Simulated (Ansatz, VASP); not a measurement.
Two plane-wave programs on Ru

```
Ru
1.0
     2.62463    0.00000    0.00000
    -1.31231    2.27299    0.00000
     0.00000    0.00000    4.34613
Ru
2
Direct
  0.33333 0.66667 0.25000
  0.66667 0.33333 0.75000
```

Change from the starting cell: strain -0.030 along x and y, +0.015 along z, atoms carried along.

Alike in both runs: task single point; functional LDA; k mesh 21 × 21 × 12; occupations gaussian, width 0.15 eV; no spin polarisation.

|  | VASP | Ansatz |
| --- | --- | --- |
| version | VASP 6.6.1 | Ansatz 0.2.0 |
| potentials or method | VASP PAW LDA potentials, release 64 (Ru_pv), cutoff 520 eV | scalar-relativistic, plane waves, PAW |
| valence electrons in the cell | 28 | 32 |

Ansatz gave:

```
gap on the k mesh at the Fermi level (eV)                     : none
pressure (GPa)                                                : 3.8
traceless stress, the component that is largest in VASP (GPa) : -16.67
```

**Question.** What did VASP give for the same quantities?

**Answer.** gap on the k mesh at the Fermi level (eV): none; pressure (GPa): 4.9; traceless stress, the component that is largest in VASP (GPa): -16.68.

LDA's correlation is that of Perdew and Zunger in VASP and of Perdew and Wang (1992) in Ansatz. A gap of «none» marks a metal or a gap that the smearing closes. VASP's potentials hold 28 valence electrons a cell and Ansatz's 32, so a difference there can come from the potentials and not from the codes.
